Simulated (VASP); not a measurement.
# Pt (P6_3/mmc) in VASP: notebook, part 2 of 2

VASP 6.6.1. The steps go on from the part before.

### 6 Single point, PBEsol

INCAR reads:

```
SYSTEM = Pt
PREC = Accurate ; ENCUT = 520
EDIFF = 1E-6 ; ISMEAR = -1
SIGMA = 0.1 ; LREAL = .FALSE.
LASPH = .TRUE. ; NELM = 100
ALGO = Normal ; ISIF = 2
LWAVE = .FALSE. ; LCHARG = .FALSE.
GGA = PS ; NBANDS = 28
```

KPOINTS reads:

```
Automatic mesh
0
G
  17 17 5
  0 0 0
```

POSCAR reads:

```
Pt
1.0
    2.7549920221      0.0000000000      0.0000000000
   -1.3774960110      2.3858930783      0.0000000000
    0.0000000000      0.0000000000      9.1869085749
Pt
4
Direct
    1.0000000000      0.0000000000      0.0000000000
    1.0000000000      0.0000000000      0.5000000000
    0.3333333333      0.6666666667      0.2500000000
    0.6666666667      0.3333333333      0.7500000000
```

Potentials or basis: VASP PAW PBE potentials, release 64 (Pt).

Command:

```
> cat potpaw_PBE.64/Pt/POTCAR > POTCAR
> mpirun -np 1 vasp_std > vasp.out
```

OUTCAR:

```text
SYSTEM = Pt
   PREC = Accurate
   ENCUT = 520
   EDIFF = 1E-6
   ISMEAR = -1
   LREAL = .FALSE.
   LASPH = .TRUE.
   NELM = 100
   ISIF = 2
   GGA = PS

 ion  position               nearest neighbor table
   1  0.000  0.000  0.000-   3 2.79   4 2.79   3 2.79   4 2.79   4 2.79   3 2.79
   2  0.000  0.000  0.500-   3 2.79   4 2.79   3 2.79   4 2.79   4 2.79   3 2.79
   3  0.333  0.667  0.250-   1 2.79   2 2.79   1 2.79   2 2.79   1 2.79   2 2.79
   4  0.667  0.333  0.750-   1 2.79   2 2.79   1 2.79   2 2.79   1 2.79   2 2.79

  LATTYP: Found a hexagonal cell.
 ALAT       =     2.7549920221
 C/A-ratio  =     3.3346407181

  Lattice vectors:

 A1 = (   2.7549920221,   0.0000000000,   0.0000000000)
 A2 = (  -1.3774960110,   2.3858930783,   0.0000000000)
 A3 = (   0.0000000000,   0.0000000000,   9.1869085749)

Analysis of symmetry for initial positions (statically):
=====================================================================
 Subroutine PRICEL returns:
 Original cell was already a primitive cell.

 Routine SETGRP: Setting up the symmetry group for a
 hexagonal supercell.

 Subroutine GETGRP returns: Found 24 space group operations
 (whereof 12 operations were pure point group operations)
 out of a pool of 24 trial point group operations.

The static configuration has the point symmetry D_3d.
 The point group associated with its full space group is D_6h.

Analysis of symmetry for dynamics (positions and initial velocities):
=====================================================================
 Subroutine PRICEL returns:
 Original cell was already a primitive cell.

 Routine SETGRP: Setting up the symmetry group for a
 hexagonal supercell.

 Subroutine GETGRP returns: Found 24 space group operations
 (whereof 12 operations were pure point group operations)
 out of a pool of 24 trial point group operations.

The dynamic configuration has the point symmetry D_3d.
 The point group associated with its full space group is D_6h.

 Subroutine INISYM returns: Found 24 space group operations
 (whereof 12 operations are pure point group operations),
[... 120 lines left out ...]
     AMIX_MAG =   1.60;   BMIX_MAG =  1.00
  volume/ion in A,a.u.               =      15.10       101.88
  Fermi-wavevector in a.u.,A,eV,Ry     =   1.427079  2.696788 27.708994  2.036554
  Thomas-Fermi vector in A             =   2.547287
   LORBIT       =      0    0 simple, 1 ext, 2 COOP (PROOUT), +10 PAW based schemes
   GGA     = PS    functional components
   LHFCALC =     F    Hartree Fock is set to
   AEXX    =    0.0000 exact exchange contribution
   IVDW    =     0    specifies the selected vdW correction
   LEPSILON=     F    determine dielectric tensor
   LRPA    =     F    only Hartree local field effects (RPA)
 non-spin polarized calculation
  energy-cutoff  :      520.00
  volume of cell :       60.39
 maximum number of plane-waves:      1639
   NGX = 11   NGY = 11   NGZ = 35

 number of electron      40.0000006 magnetization

 Free energy of the ion-electron system (eV)
  ---------------------------------------------------
  ext. energy  EPLUGINS =         0.00000000
  ---------------------------------------------------
  free energy    TOTEN  =       -27.84565403 eV

  energy without entropy =      -27.62557365  energy(sigma->0) =      -27.73561384

 E-fermi :  11.0894     XC(G=0): -13.6209

 val. band max:       11.0874296631   @ k =   0.1176   0.0588   0.0000
 cond. band min:      11.0905881428   @ k =   0.3529   0.0588   0.0000
 fundamental gap:      0.0031584798
 Fermi energy:        11.0894092892

 k-point     1 :       0.0000    0.0000    0.0000
  band No.  band energies     occupation
      1       0.7914      2.00000
      2       2.7542      2.00000
      3       2.7617      2.00000
      4       3.6522      2.00000
      5       6.8514      2.00000
      6       6.9030      2.00000
[... 733 lines left out ...]
     27      22.3931      0.00000
     28      23.4259      0.00000

 [... further k-points ...]

------------------------ aborting loop because EDIFF is reached ----------------------------------------

  FORCE on cell =-STRESS in cart. coord.  units (eV):
  Direction    XX          YY          ZZ          XY          YZ          ZX
  --------------------------------------------------------------------------------------
  -------------------------------------------------------------------------------------
  Total       -0.1896990     -0.1896990     -0.1298496     -0.0000000     -0.0000000      0.0000000
  in kB       -5.0330934     -5.0330934     -3.4451695     -0.0000000     -0.0000000      0.0000000
  external PRESSURE =      -4.5037854 kB  Pullay stress =       0.0000000 kB

 VOLUME and BASIS-vectors are now :
 -----------------------------------------------------------------------------
  energy-cutoff  :      520.00
  volume of cell :       60.39
      direct lattice vectors                 reciprocal lattice vectors
     2.754992022  0.000000000  0.000000000     0.362977458  0.209565133  0.000000000
    -1.377496011  2.385893078  0.000000000     0.000000000  0.419130266  0.000000000
     0.000000000  0.000000000  9.186908575     0.000000000  0.000000000  0.108850544

 POSITION                                       TOTAL-FORCE (eV/Angst)
 -----------------------------------------------------------------------------------
      0.00000      0.00000      0.00000         0.000000      0.000000      0.000000
      0.00000      0.00000      4.59345        -0.000000      0.000000      0.000000
     -0.00000      1.59060      2.29673        -0.000000      0.000000     -0.000000
      1.37750      0.79530      6.89018         0.000000     -0.000000      0.000000
 -----------------------------------------------------------------------------------
    total drift:                                0.000000     -0.000000      0.000000

  FREE ENERGIE OF THE ION-ELECTRON SYSTEM (eV)
  ---------------------------------------------------
  free  energy   TOTEN  =       -27.8456540328 eV

  energy  without entropy=      -27.6255736527  energy(sigma->0) =      -27.73561384
```

stdout:

```text
POSCAR found type information on POSCAR Pt
 POSCAR found :  1 types and       4 ions
 scaLAPACK will be used
 -----------------------------------------------------------------------------
|                                                                             |
|                                                                             |
|     You enforced a specific xc type in the INCAR file but a different       |
|     I HOPE YOU KNOW WHAT YOU ARE DOING!                                     |
|                                                                             |
 -----------------------------------------------------------------------------

 LDA part: xc-table for (Slater+PW92), standard interpolation
 POSCAR, INCAR and KPOINTS ok, starting setup
 FFT: planning ... GRIDC
 FFT: planning ... GRID_SOFT
 FFT: planning ... GRID
 WAVECAR not read
 entering main loop
```

Wall time 58 s (1 thread of Intel Xeon 6975P-C (Granite Rapids), shared host); peak memory 0.25 GiB.

What came out:

```
Free energy            : -27.8457 eV
Pressure               : -0.5 GPa
Band gap on the k mesh : zero (band 20 reaches 11.47 eV, above the bottom of band 21 at 10.13 eV)
```

Caveat: the PAW data sets were made with another functional, which shifts forces and pressure a little; spin-orbit coupling is left out, which moves the levels of the heavy elements.

### 7 Relaxation of cell and atoms, PBEsol

INCAR reads:

```
ALGO = Normal
EDIFF = 1E-6
EDIFFG = -0.01
ENCUT = 600
GGA = PS
IBRION = 2
ISIF = 3
ISMEAR = -1
LASPH = True
LCHARG = False
LREAL = False
LWAVE = False
NELM = 60
NSW = 80
PREC = Accurate
SIGMA = 0.1
```

KPOINTS reads:

```
k-points
0
Gamma
  13 13 4
```

POSCAR reads:

```
Pt
1.0
    2.7740467412      0.0000000000      0.0000000000
   -1.3870233706      2.4023949491      0.0000000000
    0.0000000000      0.0000000000      9.0600366567
Pt
4
Direct
    0.0000000000      0.0000000000      0.0000000000
    0.0000000000      0.0000000000      0.5000000000
    0.3333333333      0.6666666667      0.2500000000
    0.6666666667      0.3333333333      0.7500000000
```

Command:

```
> cat potpaw_PBE.64/Pt/POTCAR > POTCAR
> mpirun -np 1 vasp_std > vasp.out
```

Run time: 2 min. Hardware: 1 thread of Intel Xeon 6975P-C (Granite Rapids), shared host; peak memory 0.26 GiB.

The run converged. Its results:

| Quantity | Value |
| --- | --- |
| Free energy | -27.8321 eV |
| Relaxed volume | 15.08 Å³/atom |
| Relaxed cell | a = 2.755 Å, b = 2.755 Å, c = 9.179 Å, α = 90.00°, β = 90.00°, γ = 120.00° |
| Space group after relaxing (to 0.05 Å) | P6_3/mmc (No. 194) |
| Energy gained by relaxing | 2.1 meV/atom |
| Ionic steps | 5 |
| Pressure after relaxing | 0.0 GPa |

Step by step:
```csv
step,energy change (eV),largest force (eV/Å),pressure (GPa),volume (Å³)
1,0.0000,0.0000,-0.30,60.38
2,-0.0072,0.0000,0.89,60.13
3,-0.0074,0.0000,1.09,60.09
4,-0.0031,0.0000,-2.50,60.88
5,-0.0084,0.0000,0.01,60.32
```

Final structure:
```cif
data_structure
_symmetry_space_group_name_H-M 'P 1'
_symmetry_Int_Tables_number 1
_cell_length_a 2.7547
_cell_length_b 2.7547
_cell_length_c 9.1786
_cell_angle_alpha 90.000
_cell_angle_beta 90.000
_cell_angle_gamma 120.000
_cell_volume 60.32
loop_
_atom_site_label
_atom_site_type_symbol
_atom_site_fract_x
_atom_site_fract_y
_atom_site_fract_z
_atom_site_occupancy
Pt1 Pt 0.00000 0.00000 0.00000 1
Pt2 Pt 0.00000 0.00000 0.50000 1
Pt3 Pt 0.33333 0.66667 0.25000 1
Pt4 Pt 0.66667 0.33333 0.75000 1
```

Levels at points of the mesh, in eV from the Fermi level:
```tsv
k point	band 16	band 17	band 18	band 19	band 20	band 21	band 22	band 23	band 24
(0.00, 0.00, 0.00)	-2.00	-2.00	-1.38	-1.38	-0.92	-0.92	-0.72	-0.12	-0.12
(0.00, 0.00, 0.50)	-2.64	-1.71	-1.71	-1.71	-1.71	-0.47	-0.47	-0.47	-0.47
```

Caveat: the bands computed are all filled at some k points, so no gap is given; the PAW data sets were made with another functional, which shifts forces and pressure a little; spin-orbit coupling is left out, which moves the levels of the heavy elements.

### 8 Overview

```tsv
task	cell	k mesh	cutoff (eV)	gap on the mesh (eV)	pressure (GPa)
single point	a = 2.755, b = 2.755, c = 9.187 Å, angles 90.0, 90.0, 120.0°, 4 atoms	15 × 15 × 4	520	none	-0.4
single point	a = 2.791, b = 2.791, c = 9.308 Å, angles 90.0, 90.0, 120.0°, 4 atoms	15 × 15 × 4	520	none	-10.4
single point	a = 2.827, b = 2.827, c = 9.426 Å, angles 90.0, 90.0, 120.0°, 4 atoms	15 × 15 × 4	520	none	-18.0
single point	a = 2.861, b = 2.861, c = 9.541 Å, angles 90.0, 90.0, 120.0°, 4 atoms	15 × 15 × 4	520	none	-23.9
single point	a = 2.755, b = 2.755, c = 9.187 Å, angles 90.0, 90.0, 120.0°, 4 atoms	17 × 17 × 5	520	none	-0.5
relaxation of cell and atoms	relaxed from a = 2.774, b = 2.774, c = 9.060 Å, angles 90.0, 90.0, 120.0°, 4 atoms	13 × 13 × 4	600	-	0.0
```

Alike in all rows: level PBEsol; potentials or basis VASP PAW PBE potentials, release 64 (Pt); no spin polarisation; smearing fermi-dirac 0.1 eV.

Caveats: the PAW data sets were made with another functional, which shifts forces and pressure a little; spin-orbit coupling is left out, which moves the levels of the heavy elements; the bands computed are all filled at some k points, so no gap is given (some runs).

Total energies depend on the potentials used, so only differences within one code and one set of settings carry meaning.
